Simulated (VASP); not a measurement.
# SiW6 in VASP: a series of runs, part 2 of 2

VASP 6.6.1.

## 4. Single point, PBE+D3(BJ)

Contents of INCAR:

```
  ALGO = Normal
  DIPOL = 0.5 0.5 0.318
  EDIFF = 1E-6
  ENCUT = 520
  GGA = PE
  IDIPOL = 3
  ISIF = 2
  ISMEAR = 0
  IVDW = 12
  LASPH = True
  LCHARG = True
  LDIPOL = True
  LELF = True
  LREAL = False
  LVACPOTAV = True
  LVHAR = True
  LWAVE = False
  NBANDS = 53
  NELM = 100
  PREC = Accurate
  SIGMA = 0.1
```

Contents of KPOINTS:

```
k-points
0
Gamma
  6 6 1
```

Contents of POSCAR:

```
SiW6
1.0
    4.4682526324      0.0000000000      0.0000000000
   -2.2341263162      3.8696202902      0.0000000000
    0.0000000000      0.0000000000     21.7259061349
W Si
6 1
Direct
    0.6666666667      0.3333333333      0.1841119986
    0.3333333333      0.6666666667      0.2260931360
    0.0000000000      0.0000000000      0.2680742733
    0.6666666667      0.3333333333      0.3070897866
    0.3333333333      0.6666666667      0.3466976876
    0.0000000000      0.0000000000      0.3832248047
    0.6666666667      0.3333333333      0.5121032037
```

Potentials or basis: VASP PAW PBE potentials, release 64 (W_sv, Si).

On the command line:

```console
> cat potpaw_PBE.64/W_sv/POTCAR potpaw_PBE.64/Si/POTCAR > POTCAR
> mpirun -np 1 vasp_std > vasp.out
```

OUTCAR:

```text
EDIFF = 1E-6
   ENCUT = 520
   GGA = PE
   ISIF = 2
   ISMEAR = 0
   IVDW = 12
   LASPH = True
   LREAL = False
   NELM = 100
   PREC = Accurate
 IVDW          = 12

 ion  position               nearest neighbor table
   1  0.667  0.333  0.184-   4 2.67   2 2.74   2 2.74   2 2.74   3 3.16   3 3.16   3 3.16
   2  0.333  0.667  0.226-   5 2.62   3 2.74   3 2.74   3 2.74   1 2.74   1 2.74   1 2.74   4 3.12
                             4 3.12   4 3.12
   3  0.000  0.000  0.268-   6 2.50   4 2.72   4 2.72   4 2.72   2 2.74   2 2.74   2 2.74   5 3.09
                             5 3.09   5 3.09   1 3.16   1 3.16   1 3.16
   4  0.667  0.333  0.307-   1 2.67   3 2.72   3 2.72   3 2.72   5 2.72   5 2.72   5 2.72   6 3.06
                             6 3.06   6 3.06   2 3.12   2 3.12   2 3.12
   5  0.333  0.667  0.347-   2 2.62   6 2.70   6 2.70   6 2.70   4 2.72   4 2.72   4 2.72   3 3.09
                             3 3.09   3 3.09
   6  0.000  0.000  0.383-   3 2.50   5 2.70   5 2.70   5 2.70   4 3.06   4 3.06   4 3.06
   7  0.667  0.333  0.512-

  LATTYP: Found a hexagonal cell.
 ALAT       =     4.4682526324
 C/A-ratio  =     4.8622824004

  Lattice vectors:

 A1 = (   4.4682526324,   0.0000000000,   0.0000000000)
 A2 = (  -2.2341263162,   3.8696202902,   0.0000000000)
 A3 = (   0.0000000000,   0.0000000000,  21.7259061349)

Analysis of symmetry for initial positions (statically):
=====================================================================
 Subroutine PRICEL returns:
 Original cell was already a primitive cell.

 Routine SETGRP: Setting up the symmetry group for a
 hexagonal supercell.

 Subroutine GETGRP returns: Found  6 space group operations
 (whereof  6 operations were pure point group operations)
 out of a pool of 24 trial point group operations.

The static configuration has the point symmetry C_3v.

Analysis of symmetry for dynamics (positions and initial velocities):
=====================================================================
 Subroutine PRICEL returns:
 Original cell was already a primitive cell.

 Routine SETGRP: Setting up the symmetry group for a
 hexagonal supercell.

 Subroutine GETGRP returns: Found  6 space group operations
 (whereof  6 operations were pure point group operations)
 out of a pool of 24 trial point group operations.

The dynamic configuration has the point symmetry C_3v.

 Subroutine INISYM returns: Found  6 space group operations
 (whereof  6 operations are pure point group operations),
 and found     1 'primitive' translations

----------------------------------------------------------------------------------------

                                     Primitive cell

  volume of cell :     375.6505

  direct lattice vectors                    reciprocal lattice vectors
     4.468252632  0.000000000  0.000000000     0.223801133  0.129211644  0.000000000
    -2.234126316  3.869620290  0.000000000     0.000000000  0.258423288  0.000000000
     0.000000000  0.000000000 21.725906135     0.000000000  0.000000000  0.046028000

  length of vectors
     4.468252632  4.468252632 21.725906135     0.258423288  0.258423288  0.046028000

  position of ions in fractional coordinates (direct lattice)
     0.666666667  0.333333333  0.184111999
     0.333333333  0.666666667  0.226093136
[... 52 lines left out ...]
   number of dos      NEDOS =    301   number of ions     NIONS =      7
   total plane-waves  NPLWV = 209952
   dimension x,y,z NGX =    36 NGY =   36 NGZ =  162
   dimension x,y,z NGXF=    72 NGYF=   72 NGZF=  324
   ions per type =               6   1
   NGX,Y,Z   is equivalent  to a cutoff of  13.39, 13.39, 12.40 a.u.
   NGXF,Y,Z  is equivalent  to a cutoff of  26.79, 26.79, 24.79 a.u.
 SYSTEM =  unknown system
   PREC   = accura    normal or accurate (medium, high low for compatibility)
   ISTART =      0    job   : 0-new  1-cont  2-samecut
   ICHARG =      2    charge: 1-file 2-atom 10-const
   ISPIN  =      1    spin polarized calculation?
   LNONCOLLINEAR =      F non collinear calculations
   LSORBIT =      F    spin-orbit coupling
   LASPH  =      T    aspherical Exc in radial PAW
   ENCUT  =  520.0 eV  38.22 Ry    6.18 a.u.   8.31  8.31 40.40*2*pi/ulx,y,z
   NELM   =    100;   NELMIN=  2; NELMDL= -5     # of ELM steps
   EDIFF  = 0.1E-05   stopping-criterion for ELM
   LREAL  =      F    real-space projection
   EDIFFG = 0.1E-04   stopping-criterion for IOM
   NSW    =      0    number of steps for IOM
   IBRION =     -1    ionic relax: 0-MD 1-quasi-New 2-CG
   NFREE  =      0    steps in history (QN), initial steepest desc. (CG)
   ISIF   =      2    stress and relaxation
   ISYM   =      2    0-nonsym 1-usesym 2-fastsym
   POTIM  = 0.5000    time-step for ionic-motion
   TEBEG  =    0.0;   TEEND  =   0.0 temperature during run
   PSTRESS=    0.0 pullay stress
   NELECT =      88.0000    total number of electrons
   NUPDOWN=      -1.0000    fix difference up-down
   EMIN   =  10.00;   EMAX   =-10.00  energy-range for DOS
   EFERMI =   0.00;   METHOD = LEGACY
   ISMEAR =     0;   SIGMA  =   0.10  broadening in eV -4-tet -1-fermi 0-gaus
   EFERMI_NEDOS =   21; number of points for ismear=-14 and -15
   IALGO  =     38    algorithm
   IMIX   =      4    mixing-type and parameters
     AMIX     =   0.40;   BMIX     =  1.00
     AMIX_MAG =   1.60;   BMIX_MAG =  1.00
  volume/ion in A,a.u.               =      53.66       362.14
  Fermi-wavevector in a.u.,A,eV,Ry     =   1.009193  1.907099 13.857143  1.018471
  Thomas-Fermi vector in A             =   2.142107
   LORBIT       =      0    0 simple, 1 ext, 2 COOP (PROOUT), +10 PAW based schemes
   GGA     = PE    functional components
   LHFCALC =     F    Hartree Fock is set to
   AEXX    =    0.0000 exact exchange contribution
   IVDW    =    12    specifies the selected vdW correction
   LEPSILON=     F    determine dielectric tensor
   LRPA    =     F    only Hartree local field effects (RPA)
 non-spin polarized calculation
 Gauss-broadening in eV      SIGMA  =   0.10
  energy-cutoff  :      520.00
  volume of cell :      375.65
 maximum number of plane-waves:     10145
 NGX is ok and might be reduce to    36
   NGX = 17   NGY = 17   NGZ = 81

 dipolmoment           0.000000      0.000000     -0.458211 electrons x Angstroem

 number of electron      88.0000002 magnetization

 dipolmoment           0.000000      0.000000      0.042714 electrons x Angstroem

 Free energy of the ion-electron system (eV)
  ---------------------------------------------------
  ext. energy  EPLUGINS =         0.00000000
  ---------------------------------------------------
  free energy    TOTEN  =       -72.33519077 eV

  energy without entropy =      -72.29397107  energy(sigma->0) =      -72.31458092

 E-fermi :   0.3752     XC(G=0):  -5.3653

 val. band max:        0.3379711061   @ k =   0.5000  -0.0000   0.0000
 cond. band min:       0.4094336511   @ k =   0.3333   0.3333   0.0000
 fundamental gap:      0.0714625450
 Fermi energy:         0.3751744115

 k-point     1 :       0.0000    0.0000    0.0000
  band No.  band energies     occupation
      1     -73.6511      2.00000
      2     -73.5259      2.00000
      3     -73.5178      2.00000
      4     -73.4308      2.00000
      5     -73.3383      2.00000
      6     -73.2761      2.00000
[... 381 lines left out ...]
     52       1.8486      0.00000
     53       2.2037      0.00000

------------------------ aborting loop because EDIFF is reached ----------------------------------------

 Edisp (eV)   -2.85049

 E8    (eV) :    -1.4953

  FORCE on cell =-STRESS in cart. coord.  units (eV):
  Direction    XX          YY          ZZ          XY          YZ          ZX
  --------------------------------------------------------------------------------------
  -------------------------------------------------------------------------------------
  Total      -8.20143    -8.20143    -7.22786     0.00000     0.00000     0.00000
  in kB     -34.97972   -34.97972   -30.82735     0.00000     0.00000     0.00000
  external pressure =      -33.60 kB  Pullay stress =        0.00 kB

 VOLUME and BASIS-vectors are now :
 -----------------------------------------------------------------------------
  energy-cutoff  :      520.00
  volume of cell :      375.65
      direct lattice vectors                 reciprocal lattice vectors
     4.468252632  0.000000000  0.000000000     0.223801133  0.129211644  0.000000000
    -2.234126316  3.869620290  0.000000000     0.000000000  0.258423288  0.000000000
     0.000000000  0.000000000 21.725906135     0.000000000  0.000000000  0.046028000

 POSITION                                       TOTAL-FORCE (eV/Angst)
 -----------------------------------------------------------------------------------
      2.23413      1.28987      4.00000        -0.000000     -0.000000      1.950655
     -0.00000      2.57975      4.91208         0.000000     -0.000000     -0.586772
      0.00000      0.00000      5.82416         0.000000      0.000000     -1.774128
      2.23413      1.28987      6.67180        -0.000000     -0.000000      0.060997
     -0.00000      2.57975      7.53232         0.000000      0.000000      0.553902
      0.00000      0.00000      8.32591         0.000000      0.000000      1.436420
      2.23413      1.28987     11.12591         0.000000      0.000000     -1.641075
 -----------------------------------------------------------------------------------
    total drift:                               -0.000000     -0.000000      0.000032

  FREE ENERGIE OF THE ION-ELECTRON SYSTEM (eV)
  ---------------------------------------------------
  free  energy   TOTEN  =       -75.1856841899 eV

  energy  without entropy=      -75.1444644827  energy(sigma->0) =      -75.16507434

 vacuum level on the upper side and lower side of the slab         4.744         4.297
```

It took 16 min on 1 thread of Intel Xeon 8259CL, shared host; peak memory 0.49 GiB.

What came out:

```
Free energy                : -75.1857 eV
Largest force              : 1.951 eV/Å
Band gap on the k mesh     : 0.07 eV (least direct gap 0.16 eV)
Dispersion energy per atom : -0.407 eV
```

Forces in eV/Å, atoms in the order of the input:
```
W    0.000  0.000  1.951
W    0.000  0.000 -0.587
W    0.000  0.000 -1.774
W    0.000  0.000  0.061
W    0.000  0.000  0.554
W    0.000  0.000  1.436
Si   0.000  0.000 -1.641
```

Caveat: spin-orbit coupling is left out, which moves the levels of the heavy elements.

## 5. The runs side by side

| cell | gap on the mesh (eV) | largest force (eV/Å) |
| --- | --- | --- |
| as given, atomic positions A | none | 2.48 |
| as given, atomic positions B | none | 2.10 |
| as given, atomic positions C | 0.07 | 1.95 |

Alike in all rows: task single point; level PBE+D3(BJ); potentials or basis VASP PAW PBE potentials, release 64 (W_sv, Si); no spin polarisation; k mesh 6 × 6 × 1; cutoff (eV) 520; smearing gaussian 0.1 eV.

Caveats: spin-orbit coupling is left out, which moves the levels of the heavy elements.

Absolute energies hang on the potentials; compare differences alone.

The gap in the log of VASP goes by the Fermi energy; the results here count the filled bands.